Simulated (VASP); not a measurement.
# KF (Fm-3m) in VASP: relaxation of cell and atoms with PBEsol

Aim: the relaxation of cell and atoms of KF with PBEsol.

Program: VASP 6.6.1. These are calculated values, not measurements. Logs are shortened: lines on timing, memory, paths and dates and some standing lists are left out, and cuts for length are marked.

## (1) The cell of the first run

The structure is cubic, space group Fm-3m (No. 225). The conventional cell has a = 5.344 Å, b = 5.344 Å, c = 5.344 Å, α = 90.00°, β = 90.00°, γ = 90.00°. K (site symmetry m-3m) has 6 F at 2.67 Å within 3.5 Å. Within 3.5 Å of F (site symmetry m-3m) lie 6 K at 2.67 Å.

## (2) Relaxation of cell and atoms, PBEsol

The input, INCAR:

```
SYSTEM = KF
PREC = Accurate
ENCUT = 600
EDIFF = 1E-6
ISMEAR = -1
SIGMA = 0.05
LREAL = .False.
LASPH = .True.
NELM = 80
ALGO = Normal
ISIF = 3
LWAVE = .False.
LCHARG = .False.
GGA = PS
IBRION = 2
NSW = 100
EDIFFG = -0.002
```

The input, KPOINTS:

```
Automatic mesh
0
Gamma
  16 16 16
  0 0 0
```

The input, POSCAR:

```
KF
1.0
    0.0000000000      2.6718500000      2.6718500000
    2.6718500000      0.0000000000      2.6718500000
    2.6718500000      2.6718500000      0.0000000000
K F
1 1
Direct
    0.0000000000      0.0000000000      0.0000000000
    0.5000000000      0.5000000000      0.5000000000
```

Potentials or basis: VASP PAW PBE potentials, release 64 (K_sv, F).

Run with:

```
$ cat potpaw_PBE.64/K_sv/POTCAR potpaw_PBE.64/F/POTCAR > POTCAR
$ mpirun -np 1 vasp_std > vasp.out
```

OUTCAR:

```text
SYSTEM = KF
   PREC = Accurate
   ENCUT = 600
   EDIFF = 1E-6
   ISMEAR = -1
   LREAL = .False.
   LASPH = .True.
   NELM = 80
   ISIF = 3
   GGA = PS
   IBRION = 2
   NSW = 100
   EDIFFG = -0.002

 ion  position               nearest neighbor table
   1  0.000  0.000  0.000-   2 2.67   2 2.67   2 2.67   2 2.67   2 2.67   2 2.67
   2  0.500  0.500  0.500-   1 2.67   1 2.67   1 2.67   1 2.67   1 2.67   1 2.67

  LATTYP: Found a face centered cubic cell.
 ALAT       =     5.3437000000

  Lattice vectors:

 A1 = (   0.0000000000,   2.6718500000,   2.6718500000)
 A2 = (   2.6718500000,   0.0000000000,   2.6718500000)
 A3 = (   2.6718500000,   2.6718500000,   0.0000000000)

Analysis of symmetry for initial positions (statically):
=====================================================================
 Subroutine PRICEL returns:
 Original cell was already a primitive cell.

 Routine SETGRP: Setting up the symmetry group for a
 face centered cubic supercell.

 Subroutine GETGRP returns: Found 48 space group operations
 (whereof 48 operations were pure point group operations)
 out of a pool of 48 trial point group operations.

The static configuration has the point symmetry O_h .

Analysis of symmetry for dynamics (positions and initial velocities):
=====================================================================
 Subroutine PRICEL returns:
 Original cell was already a primitive cell.

 Routine SETGRP: Setting up the symmetry group for a
 face centered cubic supercell.

 Subroutine GETGRP returns: Found 48 space group operations
 (whereof 48 operations were pure point group operations)
 out of a pool of 48 trial point group operations.

The dynamic configuration has the point symmetry O_h .

 Subroutine INISYM returns: Found 48 space group operations
 (whereof 48 operations are pure point group operations),
 and found     1 'primitive' translations

----------------------------------------------------------------------------------------

                                     Primitive cell

  volume of cell :      38.1475

  direct lattice vectors                    reciprocal lattice vectors
     0.000000000  2.671850000  2.671850000    -0.187136254  0.187136254  0.187136254
     2.671850000  0.000000000  2.671850000     0.187136254 -0.187136254  0.187136254
     2.671850000  2.671850000  0.000000000     0.187136254  0.187136254 -0.187136254

  length of vectors
     3.778566507  3.778566507  3.778566507     0.324129500  0.324129500  0.324129500

  position of ions in fractional coordinates (direct lattice)
     0.000000000  0.000000000  0.000000000
     0.500000000  0.500000000  0.500000000

  ion indices of the primitive-cell ions
   primitive index   ion index
                 1           1
                 2           2

----------------------------------------------------------------------------------------

 KPOINTS: Automatic mesh

Automatic generation of k-mesh.
 Grid dimensions read from file:
 generate k-points for:   16   16   16

 Generating k-lattice:

  Cartesian coordinates                     Fractional coordinates (reciprocal lattice)
    -0.011696016  0.011696016  0.011696016     0.062500000  0.000000000  0.000000000
     0.011696016 -0.011696016  0.011696016     0.000000000  0.062500000  0.000000000
     0.011696016  0.011696016 -0.011696016     0.000000000  0.000000000  0.062500000

  Length of vectors
     0.020258094  0.020258094  0.020258094

  Shift w.r.t. Gamma in fractional coordinates (k-lattice)
     0.000000000  0.000000000  0.000000000

 Subroutine IBZKPT returns following result:
 ===========================================

 Found    145 irreducible k-points:

 Following reciprocal coordinates:
            Coordinates               Weight
  0.000000  0.000000  0.000000      1.000000
  0.062500  0.000000  0.000000      8.000000
  0.125000  0.000000  0.000000      8.000000
  0.187500  0.000000  0.000000      8.000000
  0.250000  0.000000  0.000000      8.000000
  0.312500  0.000000  0.000000      8.000000
[... 16 lines left out ...]
 -0.125000  0.062500  0.000000     24.000000
 -0.062500  0.062500  0.000000     12.000000
 [... further k-points ...]
   k-points           NKPTS =    145   k-points in BZ     NKDIM =    145   number of bands    NBANDS=     12
   number of dos      NEDOS =    301   number of ions     NIONS =      2
   total plane-waves  NPLWV =  27000
   dimension x,y,z NGX =    30 NGY =   30 NGZ =   30
   dimension x,y,z NGXF=    60 NGYF=   60 NGZF=   60
   ions per type =               1   1
   NGX,Y,Z   is equivalent  to a cutoff of  13.20, 13.20, 13.20 a.u.
   NGXF,Y,Z  is equivalent  to a cutoff of  26.40, 26.40, 26.40 a.u.
 SYSTEM =  KF
   PREC   = accura    normal or accurate (medium, high low for compatibility)
   ISTART =      0    job   : 0-new  1-cont  2-samecut
   ICHARG =      2    charge: 1-file 2-atom 10-const
   ISPIN  =      1    spin polarized calculation?
   LNONCOLLINEAR =      F non collinear calculations
   LSORBIT =      F    spin-orbit coupling
   LASPH  =      T    aspherical Exc in radial PAW
   ENCUT  =  600.0 eV  44.10 Ry    6.64 a.u.   7.55  7.55  7.55*2*pi/ulx,y,z
   NELM   =     80;   NELMIN=  2; NELMDL= -5     # of ELM steps
   EDIFF  = 0.1E-05   stopping-criterion for ELM
   LREAL  =      F    real-space projection
   EDIFFG = -.2E-02   stopping-criterion for IOM
   NSW    =    100    number of steps for IOM
   IBRION =      2    ionic relax: 0-MD 1-quasi-New 2-CG
   NFREE  =      1    steps in history (QN), initial steepest desc. (CG)
   ISIF   =      3    stress and relaxation
   ISYM   =      2    0-nonsym 1-usesym 2-fastsym
   POTIM  = 0.5000    time-step for ionic-motion
   TEBEG  =    0.0;   TEEND  =   0.0 temperature during run
   PSTRESS=    0.0 pullay stress
   NELECT =      16.0000    total number of electrons
   NUPDOWN=      -1.0000    fix difference up-down
   EMIN   =  10.00;   EMAX   =-10.00  energy-range for DOS
   EFERMI =   0.00;   METHOD = LEGACY
   ISMEAR =    -1;   SIGMA  =   0.05  broadening in eV -4-tet -1-fermi 0-gaus
   EFERMI_NEDOS =   21; number of points for ismear=-14 and -15
   IALGO  =     38    algorithm
   IMIX   =      4    mixing-type and parameters
     AMIX     =   0.40;   BMIX     =  1.00
     AMIX_MAG =   1.60;   BMIX_MAG =  1.00
  volume/ion in A,a.u.               =      19.07       128.72
  Fermi-wavevector in a.u.,A,eV,Ry     =   1.225442  2.315750 20.431978  1.501708
  Thomas-Fermi vector in A             =   2.360480
   LORBIT       =      0    0 simple, 1 ext, 2 COOP (PROOUT), +10 PAW based schemes
   GGA     = PS    functional components
   LHFCALC =     F    Hartree Fock is set to
   AEXX    =    0.0000 exact exchange contribution
   IVDW    =     0    specifies the selected vdW correction
   LEPSILON=     F    determine dielectric tensor
   LRPA    =     F    only Hartree local field effects (RPA)
 conjugate gradient relaxation of ions
 non-spin polarized calculation
  energy-cutoff  :      600.00
  volume of cell :       38.15
 maximum number of plane-waves:      1303
   NGX = 15   NGY = 15   NGZ = 15

--------------------------------------- Ionic step        1  -------------------------------------------

 number of electron      15.9999997 magnetization

 Free energy of the ion-electron system (eV)
  ---------------------------------------------------
  ext. energy  EPLUGINS =         0.00000000
  ---------------------------------------------------
  free energy    TOTEN  =        -8.52120541 eV

  energy without entropy =       -8.52120541  energy(sigma->0) =       -8.52120541

------------------------ aborting loop because EDIFF is reached ----------------------------------------

  FORCE on cell =-STRESS in cart. coord.  units (eV):
  Direction    XX          YY          ZZ          XY          YZ          ZX
  --------------------------------------------------------------------------------------
  -------------------------------------------------------------------------------------
  Total       -0.1471466     -0.1471466     -0.1471466     -0.0000000     -0.0000000      0.0000000
  in kB       -6.1800886     -6.1800886     -6.1800886     -0.0000000     -0.0000000      0.0000000
  external PRESSURE =      -6.1800886 kB  Pullay stress =       0.0000000 kB

 VOLUME and BASIS-vectors are now :
 -----------------------------------------------------------------------------
  energy-cutoff  :      600.00
  volume of cell :       38.15
      direct lattice vectors                 reciprocal lattice vectors
     0.000000000  2.671850000  2.671850000    -0.187136254  0.187136254  0.187136254
     2.671850000  0.000000000  2.671850000     0.187136254 -0.187136254  0.187136254
     2.671850000  2.671850000  0.000000000     0.187136254  0.187136254 -0.187136254
[... 73 lines left out ...]
 POSITION                                       TOTAL-FORCE (eV/Angst)
 -----------------------------------------------------------------------------------
      0.00000      0.00000      0.00000         0.000000      0.000000     -0.000000
      2.65571      2.65571      2.65571        -0.000000     -0.000000      0.000000
 -----------------------------------------------------------------------------------
    total drift:                                0.000000      0.000000      0.000000

  FREE ENERGIE OF THE ION-ELECTRON SYSTEM (eV)
  ---------------------------------------------------
  free  energy   TOTEN  =        -8.5227204805 eV

  energy  without entropy=       -8.5227204805  energy(sigma->0) =       -8.52272048

--------------------------------------- Ionic step        4  -------------------------------------------

 number of electron      16.0000003 magnetization

 Free energy of the ion-electron system (eV)
  ---------------------------------------------------
  ext. energy  EPLUGINS =         0.00000000
  ---------------------------------------------------
  free energy    TOTEN  =        -8.52273346 eV

  energy without entropy =       -8.52273346  energy(sigma->0) =       -8.52273346

 E-fermi :  -1.6871     XC(G=0):  -8.7055

 val. band max:       -2.8573103081   @ k =   0.0000   0.0000   0.0000
 cond. band min:       3.2745782934   @ k =   0.0000   0.0000   0.0000
 fundamental gap:      6.1318886015
 Fermi energy:        -1.6870864102

 k-point     1 :       0.0000    0.0000    0.0000
  band No.  band energies     occupation
      1     -28.7651      2.00000
      2     -21.3972      2.00000
      3     -12.0615      2.00000
      4     -12.0615      2.00000
      5     -12.0615      2.00000
      6      -2.8573      2.00000
      7      -2.8573      2.00000
      8      -2.8573      2.00000
      9       3.2746      0.00000
     10       7.8319      0.00000
     11       7.8319      0.00000
     12       7.8319      0.00000

 k-point     2 :       0.0625    0.0000    0.0000
  band No.  band energies     occupation
      1     -28.7610      2.00000
      2     -21.4011      2.00000
      3     -12.0729      2.00000
      4     -12.0630      2.00000
      5     -12.0630      2.00000
      6      -2.8976      2.00000
      7      -2.8722      2.00000
      8      -2.8722      2.00000
      9       3.3899      0.00000
     10       7.7549      0.00000
     11       7.8878      0.00000
     12       7.8878      0.00000
[... 316 lines left out ...]
 k-point    24 :      -0.0625    0.0625    0.0000
  band No.  band energies     occupation
      1     -28.7545      2.00000
      2     -21.4071      2.00000
      3     -12.0845      2.00000
      4     -12.0794      2.00000
      5     -12.0591      2.00000
      6      -2.9716      2.00000
      7      -2.9091      2.00000
      8      -2.8683      2.00000
      9       3.5741      0.00000
     10       7.6130      0.00000
     11       7.9484      0.00000
     12       8.0406      0.00000

 [... further k-points ...]

------------------------ aborting loop because EDIFF is reached ----------------------------------------

  FORCE on cell =-STRESS in cart. coord.  units (eV):
  Direction    XX          YY          ZZ          XY          YZ          ZX
  --------------------------------------------------------------------------------------
  -------------------------------------------------------------------------------------
  Total       -0.0012488     -0.0012488     -0.0012488      0.0000000      0.0000000     -0.0000000
  in kB       -0.0535068     -0.0535068     -0.0535068      0.0000000      0.0000000     -0.0000000
  external PRESSURE =      -0.0535068 kB  Pullay stress =       0.0000000 kB

 VOLUME and BASIS-vectors are now :
 -----------------------------------------------------------------------------
  energy-cutoff  :      600.00
  volume of cell :       37.39
      direct lattice vectors                 reciprocal lattice vectors
     0.000000000  2.654098610  2.654098610    -0.188387876  0.188387876  0.188387876
     2.654098610 -0.000000000  2.654098610     0.188387876 -0.188387876  0.188387876
     2.654098610  2.654098610  0.000000000     0.188387876  0.188387876 -0.188387876

 POSITION                                       TOTAL-FORCE (eV/Angst)
 -----------------------------------------------------------------------------------
      0.00000      2.65410      2.65410         0.000000      0.000000      0.000000
      2.65410      2.65410      2.65410        -0.000000     -0.000000     -0.000000
 -----------------------------------------------------------------------------------
    total drift:                                0.000000      0.000000      0.000000

  FREE ENERGIE OF THE ION-ELECTRON SYSTEM (eV)
  ---------------------------------------------------
  free  energy   TOTEN  =        -8.5227334582 eV

  energy  without entropy=       -8.5227334581  energy(sigma->0) =       -8.52273346

 reached required accuracy - stopping structural energy minimisation
```

It took 98 s on 1 thread of Intel Xeon 6975P-C (Granite Rapids), shared host; peak memory 0.23 GiB.

What came out:

```
Free energy                           : -8.5227 eV
Relaxed volume                        : 18.70 Å³/atom
Relaxed cell                          : a = 3.753 Å, b = 3.753 Å, c = 3.753 Å, α = 60.00°, β = 60.00°, γ = 60.00°
Space group after relaxing (to 0.1 Å) : Fm-3m (No. 225)
Energy gained by relaxing             : 0.8 meV/atom
Ionic steps                           : 4
Pressure after relaxing               : 0.0 GPa
Band gap on the k mesh                : 6.13 eV
```

Step by step:
```tsv
step	energy change (eV)	largest force (eV/Å)	pressure (GPa)	volume (Å³)
1	0.0000	0.0000	-0.62	38.15
2	-0.0012	0.0000	-0.30	37.74
3	-0.0015	0.0000	-0.06	37.46
4	-0.0015	0.0000	-0.01	37.39
```

Final structure:
```yaml
crystal:
  lattice:
    - [0.00000, 2.65410, 2.65410]
    - [2.65410, 0.00000, 2.65410]
    - [2.65410, 2.65410, 0.00000]
  atoms:
    - { symbol: K, position: [0.00000, 0.00000, 0.00000] }
    - { symbol: F, position: [0.50000, 0.50000, 0.50000] }
```

Levels at points of the mesh, in eV from the valence-band top:
| k point | band 5 | band 6 | band 7 | band 8 | band 9 | band 10 | band 11 | band 12 |
| --- | --- | --- | --- | --- | --- | --- | --- | --- |
| (0.00, 0.00, 0.00) | -9.20 | 0.00 | 0.00 | 0.00 | 6.13 | 10.69 | 10.69 | 10.69 |
| (0.50, 0.00, 0.00) | -9.24 | -0.84 | -0.37 | -0.37 | 9.05 | 10.61 | 12.14 | 12.14 |
| (0.50, 0.50, 0.00) | -9.44 | -0.20 | -0.05 | -0.05 | 8.11 | 10.35 | 11.82 | 13.71 |

Caveat: the PAW data sets were made with another functional, which shifts forces and pressure a little. A k mesh can miss the band edges.
